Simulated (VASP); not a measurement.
# La (Im-3m) in VASP: notebook

La is run at these levels: PBE; tasks: single point, relaxation of cell and atoms.

Everything below comes from runs of VASP 6.6.1. Logs are shortened: lines on timing, memory, paths and dates and some standing lists are left out, and cuts for length are marked.

## 1. The cell of the first run

Symmetry: Im-3m, No. 229, cubic system. Conventional cell: a = 4.224 Å, b = 4.224 Å, c = 4.224 Å, α = 90.00°, β = 90.00°, γ = 90.00°. Within 4.8 Å of La (site symmetry m-3m) lie 14 La at 3.66 to 4.22 Å.

## 2. Single point, PBE

The input, INCAR:

```
PREC = Accurate
ENCUT = 520
EDIFF = 1E-6
ISMEAR = -1
SIGMA = 0.05
LREAL = F
LASPH = T
NELM = 100
ALGO = Normal
ISIF = 2
LWAVE = F
LCHARG = F
GGA = PE
NBANDS = 12
```

The input, KPOINTS:

```
Automatic mesh
0
Gamma
  14 14 14
```

The input, POSCAR:

```
La
1.0
   -2.1120340558      2.1120340558      2.1120340558
    2.1120340558     -2.1120340558      2.1120340558
    2.1120340558      2.1120340558     -2.1120340558
La
1
Direct
    0.0000000000      0.0000000000      0.0000000000
```

Potentials or basis: VASP PAW PBE potentials, release 64 (La).

The run is started by

```
$ cat potpaw_PBE.64/La/POTCAR > POTCAR
$ mpirun -np 1 vasp_std > vasp.out
```

OUTCAR:

```text
PREC = Accurate
   ENCUT = 520
   EDIFF = 1E-6
   ISMEAR = -1
   LREAL = F
   LASPH = T
   NELM = 100
   ISIF = 2
   GGA = PE

 ion  position               nearest neighbor table
   1  0.000  0.000  0.000-

  LATTYP: Found a body centered cubic cell.
 ALAT       =     4.2240681116

  Lattice vectors:

 A1 = (  -2.1120340558,   2.1120340558,   2.1120340558)
 A2 = (   2.1120340558,  -2.1120340558,   2.1120340558)
 A3 = (   2.1120340558,   2.1120340558,  -2.1120340558)

Analysis of symmetry for initial positions (statically):
=====================================================================
 Subroutine PRICEL returns:
 Original cell was already a primitive cell.

 Routine SETGRP: Setting up the symmetry group for a
 body centered cubic supercell.

 Subroutine GETGRP returns: Found 48 space group operations
 (whereof 48 operations were pure point group operations)
 out of a pool of 48 trial point group operations.

The static configuration has the point symmetry O_h .

Analysis of symmetry for dynamics (positions and initial velocities):
=====================================================================
 Subroutine PRICEL returns:
 Original cell was already a primitive cell.

 Routine SETGRP: Setting up the symmetry group for a
 body centered cubic supercell.

 Subroutine GETGRP returns: Found 48 space group operations
 (whereof 48 operations were pure point group operations)
 out of a pool of 48 trial point group operations.

The dynamic configuration has the point symmetry O_h .

 Subroutine INISYM returns: Found 48 space group operations
 (whereof 48 operations are pure point group operations),
 and found     1 'primitive' translations

----------------------------------------------------------------------------------------

                                     Primitive cell

  volume of cell :      37.6845

  direct lattice vectors                    reciprocal lattice vectors
    -2.112034056  2.112034056  2.112034056     0.000000000  0.236738607  0.236738607
     2.112034056 -2.112034056  2.112034056     0.236738607  0.000000000  0.236738607
     2.112034056  2.112034056 -2.112034056     0.236738607  0.236738607  0.000000000

  length of vectors
     3.658150292  3.658150292  3.658150292     0.334798949  0.334798949  0.334798949

  position of ions in fractional coordinates (direct lattice)
     0.000000000  0.000000000  0.000000000

  ion indices of the primitive-cell ions
   primitive index   ion index
                 1           1

----------------------------------------------------------------------------------------

 KPOINTS: Automatic mesh

Automatic generation of k-mesh.
 Grid dimensions read from file:
 generate k-points for:   14   14   14

 Generating k-lattice:

  Cartesian coordinates                     Fractional coordinates (reciprocal lattice)
     0.000000000  0.016909900  0.016909900     0.071428571  0.000000000  0.000000000
     0.016909900  0.000000000  0.016909900     0.000000000  0.071428571  0.000000000
     0.016909900  0.016909900  0.000000000     0.000000000  0.000000000  0.071428571

  Length of vectors
     0.023914211  0.023914211  0.023914211

  Shift w.r.t. Gamma in fractional coordinates (k-lattice)
     0.000000000  0.000000000  0.000000000

 Subroutine IBZKPT returns following result:
 ===========================================

 Found    104 irreducible k-points:

 Following reciprocal coordinates:
            Coordinates               Weight
  0.000000  0.000000  0.000000      1.000000
  0.071429  0.000000  0.000000     12.000000
  0.142857  0.000000  0.000000     12.000000
  0.214286  0.000000  0.000000     12.000000
  0.285714  0.000000  0.000000     12.000000
  0.357143  0.000000  0.000000     12.000000
[... 16 lines left out ...]
  0.285714  0.285714  0.000000     24.000000
  0.357143  0.285714  0.000000     24.000000
 [... further k-points ...]
   k-points           NKPTS =    104   k-points in BZ     NKDIM =    104   number of bands    NBANDS=     12
   number of dos      NEDOS =    301   number of ions     NIONS =      1
   total plane-waves  NPLWV =  21952
   dimension x,y,z NGX =    28 NGY =   28 NGZ =   28
   dimension x,y,z NGXF=    56 NGYF=   56 NGZF=   56
   ions per type =               1
   NGX,Y,Z   is equivalent  to a cutoff of  12.72, 12.72, 12.72 a.u.
   NGXF,Y,Z  is equivalent  to a cutoff of  25.45, 25.45, 25.45 a.u.
 SYSTEM =  unknown system
   PREC   = accura    normal or accurate (medium, high low for compatibility)
   ISTART =      0    job   : 0-new  1-cont  2-samecut
   ICHARG =      2    charge: 1-file 2-atom 10-const
   ISPIN  =      1    spin polarized calculation?
   LNONCOLLINEAR =      F non collinear calculations
   LSORBIT =      F    spin-orbit coupling
   LASPH  =      T    aspherical Exc in radial PAW
   ENCUT  =  520.0 eV  38.22 Ry    6.18 a.u.   6.80  6.80  6.80*2*pi/ulx,y,z
   NELM   =    100;   NELMIN=  2; NELMDL= -5     # of ELM steps
   EDIFF  = 0.1E-05   stopping-criterion for ELM
   LREAL  =      F    real-space projection
   EDIFFG = 0.1E-04   stopping-criterion for IOM
   NSW    =      0    number of steps for IOM
   IBRION =     -1    ionic relax: 0-MD 1-quasi-New 2-CG
   NFREE  =      0    steps in history (QN), initial steepest desc. (CG)
   ISIF   =      2    stress and relaxation
   ISYM   =      2    0-nonsym 1-usesym 2-fastsym
   POTIM  = 0.5000    time-step for ionic-motion
   TEBEG  =    0.0;   TEEND  =   0.0 temperature during run
   PSTRESS=    0.0 pullay stress
   NELECT =      11.0000    total number of electrons
   NUPDOWN=      -1.0000    fix difference up-down
   EMIN   =  10.00;   EMAX   =-10.00  energy-range for DOS
   EFERMI =   0.00;   METHOD = LEGACY
   ISMEAR =    -1;   SIGMA  =   0.05  broadening in eV -4-tet -1-fermi 0-gaus
   EFERMI_NEDOS =   21; number of points for ismear=-14 and -15
   IALGO  =     38    algorithm
   IMIX   =      4    mixing-type and parameters
     AMIX     =   0.40;   BMIX     =  1.00
     AMIX_MAG =   1.60;   BMIX_MAG =  1.00
  volume/ion in A,a.u.               =      37.68       254.31
  Fermi-wavevector in a.u.,A,eV,Ry     =   1.085971  2.052187 16.045794  1.179333
  Thomas-Fermi vector in A             =   2.222097
   LORBIT       =      0    0 simple, 1 ext, 2 COOP (PROOUT), +10 PAW based schemes
   GGA     = PE    functional components
   LHFCALC =     F    Hartree Fock is set to
   AEXX    =    0.0000 exact exchange contribution
   IVDW    =     0    specifies the selected vdW correction
   LEPSILON=     F    determine dielectric tensor
   LRPA    =     F    only Hartree local field effects (RPA)
 non-spin polarized calculation
  energy-cutoff  :      520.00
  volume of cell :       37.68
 maximum number of plane-waves:      1048
   NGX = 13   NGY = 13   NGZ = 13

 number of electron      11.0000000 magnetization

 Free energy of the ion-electron system (eV)
  ---------------------------------------------------
  ext. energy  EPLUGINS =         0.00000000
  ---------------------------------------------------
  free energy    TOTEN  =        -4.76899262 eV

  energy without entropy =       -4.74200721  energy(sigma->0) =       -4.75549992

 E-fermi :   7.7322     XC(G=0):  -9.5025

 val. band max:        7.7274007833   @ k =  -0.4286   0.4286   0.0714
 cond. band min:       7.7367802403   @ k =   0.2857   0.1429   0.0000
 fundamental gap:      0.0093794570
 Fermi energy:         7.7321729520

 k-point     1 :       0.0000    0.0000    0.0000
  band No.  band energies     occupation
      1     -25.1853      2.00000
      2      -8.1981      2.00000
      3      -8.1981      2.00000
      4      -8.1981      2.00000
      5       4.5367      2.00000
      6       9.1971      0.00000
      7       9.1971      0.00000
      8       9.1971      0.00000
      9       9.2204      0.00000
     10       9.2204      0.00000
     11       9.2204      0.00000
     12       9.9373      0.00000

 k-point     2 :       0.0714    0.0000    0.0000
  band No.  band energies     occupation
      1     -25.1759      2.00000
      2      -8.2721      2.00000
      3      -8.2197      2.00000
      4      -8.1989      2.00000
      5       4.6953      2.00000
      6       8.9227      0.00000
      7       8.9229      0.00000
      8       9.2145      0.00000
      9       9.2544      0.00000
     10       9.4276      0.00000
     11       9.4312      0.00000
     12       9.9388      0.00000

 k-point     3 :       0.1429    0.0000    0.0000
  band No.  band energies     occupation
      1     -25.1492      2.00000
      2      -8.4735      2.00000
      3      -8.2795      2.00000
      4      -8.2014      2.00000
      5       5.1253      2.00000
      6       8.5936      0.00000
      7       8.5966      0.00000
      8       9.2014      0.00000
      9       9.3659      0.00000
     10       9.5614      0.00000
     11       9.5876      0.00000
     12       9.8864      0.00000

 k-point     4 :       0.2143    0.0000    0.0000
  band No.  band energies     occupation
      1     -25.1102      2.00000
      2      -8.7504      2.00000
      3      -8.3641      2.00000
      4      -8.2051      2.00000
      5       5.6709      2.00000
      6       8.2669      0.00005
      7       8.3413      0.00001
      8       9.1915      0.00000
      9       9.4506      0.00000
     10       9.6092      0.00000
     11       9.6904      0.00000
     12       9.8607      0.00000

 k-point     5 :       0.2857    0.0000    0.0000
  band No.  band energies     occupation
      1     -25.0663      2.00000
      2      -9.0411      2.00000
      3      -8.4557      2.00000
      4      -8.2093      2.00000
      5       6.0398      2.00000
      6       7.9715      0.01654
      7       8.4220      0.00000
      8       9.1930      0.00000
      9       9.5012      0.00000
     10       9.6256      0.00000
     11       9.7550      0.00000
     12       9.8565      0.00000

 k-point     6 :       0.3571    0.0000    0.0000
  band No.  band energies     occupation
      1     -25.0263      2.00000
      2      -9.2903      2.00000
      3      -8.5362      2.00000
      4      -8.2131      2.00000
      5       6.0755      2.00000
      6       7.7406      0.91571
      7       8.8676      0.00000
      8       9.2045      0.00000
      9       9.5311      0.00000
     10       9.6680      0.00000
     11       9.7937      0.00000
     12       9.8715      0.00000

 k-point     7 :       0.4286    0.0000    0.0000
  band No.  band energies     occupation
      1     -24.9983      2.00000
      2      -9.4566      2.00000
      3      -8.5908      2.00000
      4      -8.2158      2.00000
      5       5.9847      2.00000
      6       7.5945      1.88016
      7       9.2114      0.00000
      8       9.2170      0.00000
      9       9.5474      0.00000
     10       9.7626      0.00000
     11       9.8141      0.00000
     12       9.8925      0.00000

 k-point     8 :       0.5000    0.0000    0.0000
  band No.  band energies     occupation
      1     -24.9882      2.00000
      2      -9.5149      2.00000
      3      -8.6101      2.00000
      4      -8.2168      2.00000
      5       5.9393      2.00000
      6       7.5446      1.95410
      7       9.2221      0.00000
      8       9.2921      0.00000
      9       9.5527      0.00000
     10       9.8105      0.00000
     11       9.8205      0.00000
     12       9.9022      0.00000
[... 166 lines left out ...]
 k-point    20 :       0.2143    0.2143    0.0000
  band No.  band energies     occupation
      1     -25.0159      2.00000
      2      -9.2155      2.00000
      3      -8.6208      2.00000
      4      -8.3194      2.00000
      5       6.7537      2.00000
      6       7.6831      1.45476
      7       8.3030      0.00002
      8       9.2954      0.00000
      9       9.5379      0.00000
     10       9.6463      0.00000
     11       9.7400      0.00000
     12       9.9092      0.00000

 k-point    21 :       0.2857    0.2143    0.0000
  band No.  band energies     occupation
      1     -24.9885      2.00000
      2      -9.3000      2.00000
      3      -8.7526      2.00000
      4      -8.3379      2.00000
      5       6.8073      2.00000
      6       7.6876      1.41798
      7       8.5437      0.00000
      8       9.3547      0.00000
      9       9.5055      0.00000
     10       9.6805      0.00000
     11       9.7806      0.00000
     12       9.9117      0.00000

 k-point    22 :       0.3571    0.2143   -0.0000
  band No.  band energies     occupation
      1     -24.9732      2.00000
      2      -9.3370      2.00000
      3      -8.8368      2.00000
      4      -8.3460      2.00000
      5       6.7578      2.00000
      6       7.7268      1.05341
      7       8.7545      0.00000
      8       9.3445      0.00000
      9       9.5233      0.00000
     10       9.7022      0.00000
     11       9.8231      0.00000
     12       9.8733      0.00000

 k-point    23 :       0.2857    0.2857    0.0000
  band No.  band energies     occupation
      1     -24.9710      2.00000
      2      -9.2662      2.00000
      3      -8.9208      2.00000
      4      -8.3605      2.00000
      5       6.9742      2.00000
      6       7.8042      0.38309
      7       8.4934      0.00000
      8       9.4512      0.00000
      9       9.4601      0.00000
     10       9.6618      0.00000
     11       9.8135      0.00000
     12       9.8963      0.00000

 k-point    24 :       0.3571    0.2857    0.0000
  band No.  band energies     occupation
      1     -24.9647      2.00000
      2      -9.2182      2.00000
      3      -9.0184      2.00000
      4      -8.3672      2.00000
      5       7.0040      2.00000
      6       7.9447      0.02812
      7       8.4039      0.00000
      8       9.4375      0.00000
      9       9.5253      0.00000
     10       9.6233      0.00000
     11       9.8512      0.00000
     12       9.8582      0.00000

 [... further k-points ...]
[... 5 lines left out ...]
  --------------------------------------------------------------------------------------
  -------------------------------------------------------------------------------------
  Total       -0.0018980     -0.0018980     -0.0018980     -0.0000000      0.0000000     -0.0000000
  in kB       -0.0806944     -0.0806944     -0.0806944     -0.0000000      0.0000000     -0.0000000
  external PRESSURE =      -0.0806944 kB  Pullay stress =       0.0000000 kB

 VOLUME and BASIS-vectors are now :
 -----------------------------------------------------------------------------
  energy-cutoff  :      520.00
  volume of cell :       37.68
      direct lattice vectors                 reciprocal lattice vectors
    -2.112034056  2.112034056  2.112034056     0.000000000  0.236738607  0.236738607
     2.112034056 -2.112034056  2.112034056     0.236738607  0.000000000  0.236738607
     2.112034056  2.112034056 -2.112034056     0.236738607  0.236738607  0.000000000

 POSITION                                       TOTAL-FORCE (eV/Angst)
 -----------------------------------------------------------------------------------
      0.00000      0.00000      0.00000         0.000000      0.000000      0.000000
 -----------------------------------------------------------------------------------
    total drift:                               -0.000000      0.000000     -0.000000

  FREE ENERGIE OF THE ION-ELECTRON SYSTEM (eV)
  ---------------------------------------------------
  free  energy   TOTEN  =        -4.7689926232 eV

  energy  without entropy=       -4.7420072084  energy(sigma->0) =       -4.75549992
```

It took 33 s on 1 thread of Intel Xeon 6975P-C (Granite Rapids), shared host; peak memory 0.2 GiB.

What came out:

```yaml
Free_energy: -4.7690 eV
Pressure: 0.0 GPa
```

Caveat: spin-orbit coupling is left out, which moves the levels of the heavy elements.

## 3. Relaxation of cell and atoms, PBE

The input, INCAR:

```
SYSTEM = La
  ALGO = Normal
  EDIFF = 1E-7
  EDIFFG = -0.005
  ENCUT = 600
  GGA = PE
  IBRION = 2
  ISIF = 3
  ISMEAR = -1
  LASPH = .TRUE.
  LCHARG = .FALSE.
  LREAL = .FALSE.
  LWAVE = .FALSE.
  NELM = 100
  NSW = 45
  PREC = Accurate
  SIGMA = 0.05
```

The input, KPOINTS:

```
k-points
0
G
  14 14 14
  0 0 0
```

POSCAR is that of step 2.

Potentials or basis: VASP PAW PBE potentials, release 64 (La).

The run is started by

```
$ cat potpaw_PBE.64/La/POTCAR > POTCAR
$ mpirun -np 1 vasp_std > vasp.out
```

OUTCAR:

```text
SYSTEM = La
   EDIFF = 1E-7
   EDIFFG = -0.005
   ENCUT = 600
   GGA = PE
   IBRION = 2
   ISIF = 3
   ISMEAR = -1
   LASPH = .TRUE.
   LREAL = .FALSE.
   NELM = 100
   NSW = 45
   PREC = Accurate

 ion  position               nearest neighbor table
   1  0.000  0.000  0.000-

  LATTYP: Found a body centered cubic cell.
 ALAT       =     4.2240681116

  Lattice vectors:

 A1 = (  -2.1120340558,   2.1120340558,   2.1120340558)
 A2 = (   2.1120340558,  -2.1120340558,   2.1120340558)
 A3 = (   2.1120340558,   2.1120340558,  -2.1120340558)

[... 505 lines left out ...]
      3      -9.0328      2.00000
      4      -8.3843      2.00000
      5       6.9918      2.00000
      6       7.9303      0.02895
      7       8.3881      0.00000
      8       9.4192      0.00000
      9       9.5067      0.00000

 [... further k-points ...]
[... 5 lines left out ...]
  --------------------------------------------------------------------------------------
  -------------------------------------------------------------------------------------
  Total        0.0024514      0.0024514      0.0024514      0.0000000     -0.0000000      0.0000000
  in kB        0.1040776      0.1040776      0.1040776      0.0000000     -0.0000000      0.0000000
  external PRESSURE =       0.1040776 kB  Pullay stress =       0.0000000 kB

 VOLUME and BASIS-vectors are now :
 -----------------------------------------------------------------------------
  energy-cutoff  :      600.00
  volume of cell :       37.74
      direct lattice vectors                 reciprocal lattice vectors
    -2.113028704  2.113028704  2.113028704     0.000000000  0.236627169  0.236627169
     2.113028704 -2.113028704  2.113028704     0.236627169  0.000000000  0.236627169
     2.113028704  2.113028704 -2.113028704     0.236627169  0.236627169  0.000000000

 POSITION                                       TOTAL-FORCE (eV/Angst)
 -----------------------------------------------------------------------------------
      0.00000     -0.00000      0.00000         0.000000     -0.000000     -0.000000
 -----------------------------------------------------------------------------------
    total drift:                               -0.000000     -0.000000      0.000000

  FREE ENERGIE OF THE ION-ELECTRON SYSTEM (eV)
  ---------------------------------------------------
  free  energy   TOTEN  =        -4.7697488639 eV

  energy  without entropy=       -4.7427121289  energy(sigma->0) =       -4.75623050

 reached required accuracy - stopping structural energy minimisation
```

CONTCAR:

```text
La
   1.00000000000000
    -2.1130287040897024    2.1130287040897024    2.1130287040897024
     2.1130287040897024   -2.1130287040897024    2.1130287040897024
     2.1130287040897024    2.1130287040897024   -2.1130287040897024
  La
     1
Direct
     0.0000000000000000    0.0000000000000000    0.0000000000000000

  0.00000000E+00  0.00000000E+00  0.00000000E+00
```

It took 60 s on 1 thread of Intel Xeon 6975P-C (Granite Rapids), shared host; peak memory 0.22 GiB.

What came out:

```
Free energy                            : -4.7697 eV
Relaxed volume                         : 37.74 Å³/atom
Relaxed cell                           : a = 3.660 Å, b = 3.660 Å, c = 3.660 Å, α = 109.47°, β = 109.47°, γ = 109.47°
Space group after relaxing (to 0.05 Å) : Im-3m (No. 229)
Energy gained by relaxing              : 0.0 meV/atom
Ionic steps                            : 2
Pressure after relaxing                : 0.0 GPa
```

Final structure:
```yaml
crystal:
  lattice:
    - [-2.11303, 2.11303, 2.11303]
    - [2.11303, -2.11303, 2.11303]
    - [2.11303, 2.11303, -2.11303]
  atoms:
    - { symbol: La, position: [0.00000, 0.00000, 0.00000] }
```

Caveat: spin-orbit coupling is left out, which moves the levels of the heavy elements.
